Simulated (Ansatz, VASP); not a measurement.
## One calculation of Na2BrCl, two programs

```
Na Br Cl
1.0
     1.98886    1.14827    6.49835
    -1.98886    1.14827    6.49835
     0.00000   -2.29654    6.49835
Na Br Cl
2 1 1
Cartesian
  0.0000 0.0000 4.9617
  0.0000 0.0000 14.5334
  0.0000 0.0000 9.7475
  0.0000 0.0000 0.0000
```

Alike in both runs: functional LDA; k mesh 9 × 9 × 9; occupations gaussian, width 0.02 eV; no spin polarisation.

Ansatz relaxed the structure, and its values are those at the end. VASP's run is a single point on that final structure, the one shown.

```csv
,VASP,Ansatz
version,VASP 6.6.1,Ansatz 0.2.0
potentials or method,"VASP PAW LDA potentials, release 64 (Na_pv, Br, Cl), cutoff 520 eV","scalar-relativistic, plane waves, PAW"
valence electrons in the cell,28,32
```

|  | VASP | Ansatz | Ansatz less VASP |
| --- | --- | --- | --- |
| gap on the k mesh at the Fermi level (eV) | 4.17 | 4.16 | -0.010 |
| least direct gap on the mesh (eV) | 4.17 | 4.16 | -0.010 |
| pressure (GPa) | 0.0 | 0.0 | -0.02 |

LDA's correlation is that of Perdew and Zunger in VASP and of Perdew and Wang (1992) in Ansatz. VASP's potentials hold 28 valence electrons a cell and Ansatz's 32, so a difference there can come from the potentials and not from the codes.
